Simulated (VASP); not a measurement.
# Se (Fd-3m) in VASP: notebook, part 2 of 2

VASP 6.6.1. Earlier steps stand in the parts before.

### Step 3. Single point, r2SCAN

This run uses another cell than the first one, of 29.31 Å³/atom, 1.021 times its volume.

File POSCAR:

```
Se
1.0
    0.0000000000      3.0833244298      3.0833244298
    3.0833244298      0.0000000000      3.0833244298
    3.0833244298      3.0833244298      0.0000000000
Se
2
Direct
    0.5000000000      0.5000000000      0.5000000000
    0.7500000000      0.7500000000      0.7500000000
```

File INCAR.step1:

```
SYSTEM = Se
PREC     = Accurate       ! precision mode
ENCUT    = 520            ! plane-wave cutoff, eV
ISMEAR   = -1             ! smearing method
SIGMA    = 0.1            ! smearing width, eV
LREAL    = .FALSE.        ! projectors in reciprocal space
LASPH    = .TRUE.         ! aspherical terms in the spheres
NELM     = 100            ! most SCF steps
NBANDS   = 13             ! bands
GGA      = PE             ! functional
ALGO     = Normal         ! electronic algorithm
EDIFF    = 1E-4           ! SCF threshold, eV
LWAVE    = .TRUE.         ! write WAVECAR
LCHARG   = .FALSE.        ! write CHGCAR
```

File INCAR.step2:

```
SYSTEM = Se
PREC     = Accurate       ! precision mode
ENCUT    = 520            ! plane-wave cutoff, eV
EDIFF    = 1E-7           ! SCF threshold, eV
ISMEAR   = -1             ! smearing method
SIGMA    = 0.1            ! smearing width, eV
LREAL    = .FALSE.        ! projectors in reciprocal space
LASPH    = .TRUE.         ! aspherical terms in the spheres
NELM     = 100            ! most SCF steps
ALGO     = Normal         ! electronic algorithm
ISIF     = 2              ! what is computed and relaxed
LWAVE    = .FALSE.        ! write WAVECAR
LCHARG   = .FALSE.        ! write CHGCAR
METAGGA  = R2SCAN         ! meta-GGA
LMIXTAU  = .TRUE.       
NBANDS   = 13             ! bands
ISTART   = 1
```

File KPOINTS:

```
Automatic mesh
0
G
  5 5 5
  0 0 0
```

Potentials or basis: VASP PAW PBE potentials, release 64 (Se).

Started as:

```
> cat potpaw_PBE.64/Se/POTCAR > POTCAR
> cp INCAR.step1 INCAR
> mpirun -np 1 vasp_std > vasp.out
> cp INCAR.step2 INCAR
> mpirun -np 1 vasp_std > vasp.out
```

OUTCAR:

```text
SYSTEM = Se
   PREC = Accurate
   ENCUT = 520
   EDIFF = 1E-7
   ISMEAR = -1
   LREAL = .FALSE.
   LASPH = .TRUE.
   NELM = 100
   ISIF = 2
   METAGGA = R2SCAN
   ISTART = 1

 ion  position               nearest neighbor table
   1  0.500  0.500  0.500-   2 2.67   2 2.67   2 2.67   2 2.67
   2  0.750  0.750  0.750-   1 2.67   1 2.67   1 2.67   1 2.67

  LATTYP: Found a face centered cubic cell.
 ALAT       =     6.1666488596

  Lattice vectors:

 A1 = (   0.0000000000,   3.0833244298,   3.0833244298)
 A2 = (   3.0833244298,   0.0000000000,   3.0833244298)
 A3 = (   3.0833244298,   3.0833244298,   0.0000000000)

Analysis of symmetry for initial positions (statically):
=====================================================================
 Subroutine PRICEL returns:
 Original cell was already a primitive cell.

 Routine SETGRP: Setting up the symmetry group for a
 face centered cubic supercell.

 Subroutine GETGRP returns: Found 48 space group operations
 (whereof 24 operations were pure point group operations)
 out of a pool of 48 trial point group operations.

The static configuration has the point symmetry T_d .
 The point group associated with its full space group is O_h .

Analysis of symmetry for dynamics (positions and initial velocities):
=====================================================================
 Subroutine PRICEL returns:
 Original cell was already a primitive cell.

 Routine SETGRP: Setting up the symmetry group for a
 face centered cubic supercell.

 Subroutine GETGRP returns: Found 48 space group operations
 (whereof 24 operations were pure point group operations)
 out of a pool of 48 trial point group operations.

The dynamic configuration has the point symmetry T_d .
 The point group associated with its full space group is O_h .

 Subroutine INISYM returns: Found 48 space group operations
 (whereof 24 operations are pure point group operations),
 and found     1 'primitive' translations

----------------------------------------------------------------------------------------

                                     Primitive cell

  volume of cell :      58.6256

  direct lattice vectors                    reciprocal lattice vectors
     0.000000000  3.083324430  3.083324430    -0.162162630  0.162162630  0.162162630
     3.083324430  0.000000000  3.083324430     0.162162630 -0.162162630  0.162162630
     3.083324430  3.083324430  0.000000000     0.162162630  0.162162630 -0.162162630

  length of vectors
     4.360479226  4.360479226  4.360479226     0.280873915  0.280873915  0.280873915

  position of ions in fractional coordinates (direct lattice)
     0.500000000  0.500000000  0.500000000
     0.750000000  0.750000000  0.750000000

  ion indices of the primitive-cell ions
   primitive index   ion index
                 1           1
                 2           2

----------------------------------------------------------------------------------------

 KPOINTS: Automatic mesh

Automatic generation of k-mesh.
 Grid dimensions read from file:
 generate k-points for:    5    5    5

 Generating k-lattice:

[... 25 lines left out ...]
  0.400000  0.400000  0.000000      6.000000
 -0.400000  0.400000  0.000000     12.000000
 -0.400000  0.400000  0.200000     24.000000
   k-points           NKPTS =     10   k-points in BZ     NKDIM =     10   number of bands    NBANDS=     13
   number of dos      NEDOS =    301   number of ions     NIONS =      2
   total plane-waves  NPLWV =  32768
   dimension x,y,z NGX =    32 NGY =   32 NGZ =   32
   dimension x,y,z NGXF=    64 NGYF=   64 NGZF=   64
   ions per type =               2
   NGX,Y,Z   is equivalent  to a cutoff of  12.20, 12.20, 12.20 a.u.
   NGXF,Y,Z  is equivalent  to a cutoff of  24.40, 24.40, 24.40 a.u.
 SYSTEM =  Se
   PREC   = accura    normal or accurate (medium, high low for compatibility)
   ISTART =      1    job   : 0-new  1-cont  2-samecut
   ICHARG =      0    charge: 1-file 2-atom 10-const
   ISPIN  =      1    spin polarized calculation?
   LNONCOLLINEAR =      F non collinear calculations
   LSORBIT =      F    spin-orbit coupling
   LASPH  =      T    aspherical Exc in radial PAW
   ENCUT  =  520.0 eV  38.22 Ry    6.18 a.u.   8.11  8.11  8.11*2*pi/ulx,y,z
   NELM   =    100;   NELMIN=  2; NELMDL=  0     # of ELM steps
   EDIFF  = 0.1E-06   stopping-criterion for ELM
   LREAL  =      F    real-space projection
   EDIFFG = 0.1E-05   stopping-criterion for IOM
   NSW    =      0    number of steps for IOM
   IBRION =     -1    ionic relax: 0-MD 1-quasi-New 2-CG
   NFREE  =      0    steps in history (QN), initial steepest desc. (CG)
   ISIF   =      2    stress and relaxation
   ISYM   =      2    0-nonsym 1-usesym 2-fastsym
   POTIM  = 0.5000    time-step for ionic-motion
   TEBEG  =    0.0;   TEEND  =   0.0 temperature during run
   PSTRESS=    0.0 pullay stress
   NELECT =      12.0000    total number of electrons
   NUPDOWN=      -1.0000    fix difference up-down
   EMIN   =  10.00;   EMAX   =-10.00  energy-range for DOS
   EFERMI =   0.00;   METHOD = LEGACY
   ISMEAR =    -1;   SIGMA  =   0.10  broadening in eV -4-tet -1-fermi 0-gaus
   EFERMI_NEDOS =   21; number of points for ismear=-14 and -15
   IALGO  =     38    algorithm
   IMIX   =      4    mixing-type and parameters
     AMIX     =   0.40;   BMIX     =  1.00
     AMIX_MAG =   1.60;   BMIX_MAG =  1.00
  volume/ion in A,a.u.               =      29.31       197.81
  Fermi-wavevector in a.u.,A,eV,Ry     =   0.964805  1.823216 12.664954  0.930848
  Thomas-Fermi vector in A             =   2.094467
   LORBIT       =      0    0 simple, 1 ext, 2 COOP (PROOUT), +10 PAW based schemes
   METAGGA = R2SCAN    functional components
   LHFCALC =     F    Hartree Fock is set to
   AEXX    =    0.0000 exact exchange contribution
   IVDW    =     0    specifies the selected vdW correction
   LEPSILON=     F    determine dielectric tensor
   LRPA    =     F    only Hartree local field effects (RPA)
 non-spin polarized calculation
  energy-cutoff  :      520.00
  volume of cell :       58.63
 maximum number of plane-waves:      1596
   NGX = 17   NGY = 17   NGZ = 17

 number of electron      11.9999998 magnetization

 Free energy of the ion-electron system (eV)
  ---------------------------------------------------
  ext. energy  EPLUGINS =         0.00000000
  ---------------------------------------------------
  free energy    TOTEN  =       -27.27718811 eV

  energy without entropy =      -27.21259080  energy(sigma->0) =      -27.24488945

 E-fermi :   2.5436     XC(G=0):  -8.9788

 val. band max:        2.5327220192   @ k =  -0.2000   0.2000   0.0000
 cond. band min:       2.6161231245   @ k =  -0.4000   0.2000   0.0000
 fundamental gap:      0.0834011053
 Fermi energy:         2.5436454110

 k-point     1 :       0.0000    0.0000    0.0000
  band No.  band energies     occupation
      1     -13.9913      2.00000
      2      -7.8103      2.00000
      3      -1.3767      2.00000
      4      -1.3767      2.00000
      5      -1.3767      2.00000
      6       1.6023      1.99984
      7       1.6023      1.99984
      8       1.6023      1.99984
      9       7.2652      0.00000
     10      10.5868      0.00000
     11      10.5868      0.00000
     12      12.6191      0.00000
     13      12.6191      0.00000
[... 130 lines left out ...]
  band No.  band energies     occupation
      1     -12.2697      2.00000
      2     -10.9119      2.00000
      3      -3.3944      2.00000
      4      -2.9201      2.00000
      5       0.6021      2.00000
      6       1.7078      1.99953
      7       4.0434      0.00000
      8       4.1991      0.00000
      9       8.7108      0.00000
     10       9.0833      0.00000
     11      11.8802      0.00000
     12      13.6216      0.00000
     13      14.8937      0.00000

------------------------ aborting loop because EDIFF is reached ----------------------------------------

  FORCE on cell =-STRESS in cart. coord.  units (eV):
  Direction    XX          YY          ZZ          XY          YZ          ZX
  --------------------------------------------------------------------------------------
  -------------------------------------------------------------------------------------
  Total        0.9907563      0.9907563      0.9907563      0.0000000      0.0000000      0.0000000
  in kB       27.0763276     27.0763276     27.0763276      0.0000000      0.0000000      0.0000000
  external PRESSURE =      27.0763276 kB  Pullay stress =       0.0000000 kB

 VOLUME and BASIS-vectors are now :
 -----------------------------------------------------------------------------
  energy-cutoff  :      520.00
  volume of cell :       58.63
      direct lattice vectors                 reciprocal lattice vectors
     0.000000000  3.083324430  3.083324430    -0.162162630  0.162162630  0.162162630
     3.083324430  0.000000000  3.083324430     0.162162630 -0.162162630  0.162162630
     3.083324430  3.083324430  0.000000000     0.162162630  0.162162630 -0.162162630

 POSITION                                       TOTAL-FORCE (eV/Angst)
 -----------------------------------------------------------------------------------
      3.08332      3.08332      3.08332         0.000000      0.000000      0.000000
      4.62499      4.62499      4.62499        -0.000000     -0.000000     -0.000000
 -----------------------------------------------------------------------------------
    total drift:                               -0.000000     -0.000000      0.000000

  FREE ENERGIE OF THE ION-ELECTRON SYSTEM (eV)
  ---------------------------------------------------
  free  energy   TOTEN  =       -27.2771881057 eV

  energy  without entropy=      -27.2125908003  energy(sigma->0) =      -27.24488945
```

Wall time 52 s (1 thread of AMD EPYC 7R13, shared host); peak memory 0.15 GiB.

What came out:

```yaml
Free_energy: -27.2772 eV
Pressure: 2.7 GPa
Band_gap_on_the_k_mesh: zero (band 6 reaches 2.74 eV, above the bottom of band 7 at 1.60 eV)
```

Caveat: the PAW data sets were made with another functional, which shifts forces and pressure a little.

### Step 4. Single point, r2SCAN

This run uses another cell than the first one, of 29.92 Å³/atom, 1.043 times its volume.

File POSCAR:

```
Se
1.0
    0.0000000000      3.1045894082      3.1045894082
    3.1045894082      0.0000000000      3.1045894082
    3.1045894082      3.1045894082      0.0000000000
Se
2
Direct
    0.5000000000      0.5000000000      0.5000000000
    0.7500000000      0.7500000000      0.7500000000
```

File INCAR.step1:

```
SYSTEM = Se
PREC = Accurate ; ENCUT = 520
ISMEAR = -1 ; SIGMA = 0.1
LREAL = .FALSE. ; LASPH = .TRUE.
NELM = 60 ; NBANDS = 13
GGA = PE ; ALGO = Normal
EDIFF = 1E-4 ; LWAVE = .TRUE.
LCHARG = .FALSE.
```

File INCAR.step2:

```
SYSTEM = Se
PREC = Accurate ; ENCUT = 520
EDIFF = 1E-6 ; ISMEAR = -1
SIGMA = 0.1 ; LREAL = .FALSE.
LASPH = .TRUE. ; NELM = 60
ALGO = Normal ; ISIF = 2
LWAVE = .FALSE. ; LCHARG = .FALSE.
METAGGA = R2SCAN ; LMIXTAU = .TRUE.
NBANDS = 13 ; ISTART = 1
```

KPOINTS is that of step 3.

Started as:

```
> cat potpaw_PBE.64/Se/POTCAR > POTCAR
> cp INCAR.step1 INCAR
> mpirun -np 1 vasp_std > vasp.out
> cp INCAR.step2 INCAR
> mpirun -np 1 vasp_std > vasp.out
```

Run time: 80 s. Hardware: 1 thread of AMD EPYC 7R13, shared host; peak memory 0.18 GiB.

The run converged. Its results:

* Free energy: -27.2938 eV
* Pressure: 1.6 GPa
* Band gap on the k mesh: zero (band 6 reaches 2.55 eV, above the bottom of band 7 at 1.44 eV)

Levels at points of the mesh, in eV from the Fermi level:
| k point | band 2 | band 3 | band 4 | band 5 | band 6 | band 7 | band 8 | band 9 | band 10 | band 11 |
| --- | --- | --- | --- | --- | --- | --- | --- | --- | --- | --- |
| (0.00, 0.00, 0.00) | -10.42 | -3.84 | -3.84 | -3.84 | -0.90 | -0.90 | -0.90 | 4.72 | 8.08 | 8.08 |

Caveat: the PAW data sets were made with another functional, which shifts forces and pressure a little.

### Step 5. Single point, r2SCAN

This run uses another cell than the first one, of 30.53 Å³/atom, 1.064 times its volume.

File POSCAR:

```
Se
1.0
    0.0000000000      3.1255670000      3.1255670000
    3.1255670000      0.0000000000      3.1255670000
    3.1255670000      3.1255670000      0.0000000000
Se
2
Direct
    0.5000000000      0.5000000000      0.5000000000
    0.7500000000      0.7500000000      0.7500000000
```

File INCAR.step1:

```
ALGO = Normal ; EDIFF = 1E-4
ENCUT = 520 ; GGA = PE
ISMEAR = -1 ; LASPH = True
LCHARG = False ; LREAL = False
LWAVE = True ; NBANDS = 13
NELM = 60 ; PREC = Accurate
SIGMA = 0.1
```

File INCAR.step2:

```
ALGO = Normal ; EDIFF = 1E-6
ENCUT = 520 ; ISIF = 2
ISMEAR = -1 ; ISTART = 1
LASPH = True ; LCHARG = False
LMIXTAU = True ; LREAL = False
LWAVE = False ; METAGGA = R2SCAN
NBANDS = 13 ; NELM = 60
PREC = Accurate ; SIGMA = 0.1
```

File KPOINTS:

```
k-points
0
Gamma
  5 5 5
```

Started as:

```
> cat potpaw_PBE.64/Se/POTCAR > POTCAR
> cp INCAR.step1 INCAR
> mpirun -np 1 vasp_std > vasp.out
> cp INCAR.step2 INCAR
> mpirun -np 1 vasp_std > vasp.out
```

It took 87 s on 1 thread of AMD EPYC 7R13, shared host; peak memory 0.18 GiB.

The run converged. Its results:

```yaml
Free_energy: -27.3027 eV
Pressure: 0.7 GPa
Band_gap_on_the_k_mesh: zero (band 6 reaches 2.37 eV, above the bottom of band 7 at 1.29 eV)
```

Levels at points of the mesh, in eV from the Fermi level:
| k point | band 4 | band 5 | band 6 | band 7 | band 8 | band 9 |
| --- | --- | --- | --- | --- | --- | --- |
| (0.00, 0.00, 0.00) | -3.76 | -3.76 | -0.87 | -0.87 | -0.87 | 4.72 |

Caveat: the PAW data sets were made with another functional, which shifts forces and pressure a little.

### Step 6. Single point, r2SCAN

This run uses another cell than the first one, of 31.14 Å³/atom, 1.085 times its volume.

File POSCAR:

```
Se
1.0
    0.0000000000      3.1462667225      3.1462667225
    3.1462667225      0.0000000000      3.1462667225
    3.1462667225      3.1462667225      0.0000000000
Se
2
Direct
    0.5000000000      0.5000000000      0.5000000000
    0.7500000000      0.7500000000      0.7500000000
```

File INCAR.step1:

```
SYSTEM = Se
PREC = Accurate
ENCUT = 520
ISMEAR = -1
SIGMA = 0.1
LREAL = .FALSE.
LASPH = .TRUE.
NELM = 80
NBANDS = 13
GGA = PE
ALGO = Normal
EDIFF = 1E-4
LWAVE = .TRUE.
LCHARG = .FALSE.
```

File INCAR.step2:

```
SYSTEM = Se
PREC = Accurate
ENCUT = 520
EDIFF = 1E-7
ISMEAR = -1
SIGMA = 0.1
LREAL = .FALSE.
LASPH = .TRUE.
NELM = 80
ALGO = Normal
ISIF = 2
LWAVE = .FALSE.
LCHARG = .TRUE.
METAGGA = R2SCAN
LMIXTAU = .TRUE.
LELF = .TRUE.
LVHAR = .TRUE.
NBANDS = 13
ISTART = 1
```

File KPOINTS:

```
Automatic mesh
0
G
  5 5 5
  0 0 0
```

Potentials or basis: VASP PAW PBE potentials, release 64 (Se).

Started as:

```
> cat potpaw_PBE.64/Se/POTCAR > POTCAR
> cp INCAR.step1 INCAR
> mpirun -np 1 vasp_std > vasp.out
> cp INCAR.step2 INCAR
> mpirun -np 1 vasp_std > vasp.out
```

Run time: 96 s. Hardware: 1 thread of AMD EPYC 7R13, shared host; peak memory 0.18 GiB.

It converged, with:

```
Free energy            : -27.3048 eV
Pressure               : -0.2 GPa
Band gap on the k mesh : zero (band 6 reaches 2.20 eV, above the bottom of band 7 at 1.14 eV)
```

Levels at points of the mesh, in eV from the Fermi level:
```tsv
k point	band 2	band 3	band 4	band 5	band 6	band 7	band 8	band 9	band 10	band 11
(0.00, 0.00, 0.00)	-10.54	-3.68	-3.68	-3.68	-0.83	-0.83	-0.83	4.73	8.14	8.14
```

Caveat: the PAW data sets were made with another functional, which shifts forces and pressure a little.

### Step 7. Overview

```tsv
cell	gap on the mesh (eV)	pressure (GPa)
a = 4.330 Å, angles 60.0°, 2 atoms	none	3.9
a = 4.360 Å, angles 60.0°, 2 atoms	none	2.7
a = 4.391 Å, angles 60.0°, 2 atoms	none	1.6
a = 4.420 Å, angles 60.0°, 2 atoms	none	0.7
a = 4.449 Å, angles 60.0°, 2 atoms	none	-0.2
```

Alike in all rows: task single point; level r2SCAN; potentials or basis VASP PAW PBE potentials, release 64 (Se); no spin polarisation; k mesh 5 × 5 × 5; cutoff (eV) 520; smearing fermi-dirac 0.1 eV.

Caveats: the PAW data sets were made with another functional, which shifts forces and pressure a little.

Total energies depend on the potentials used, so only differences within one code and one set of settings carry meaning.
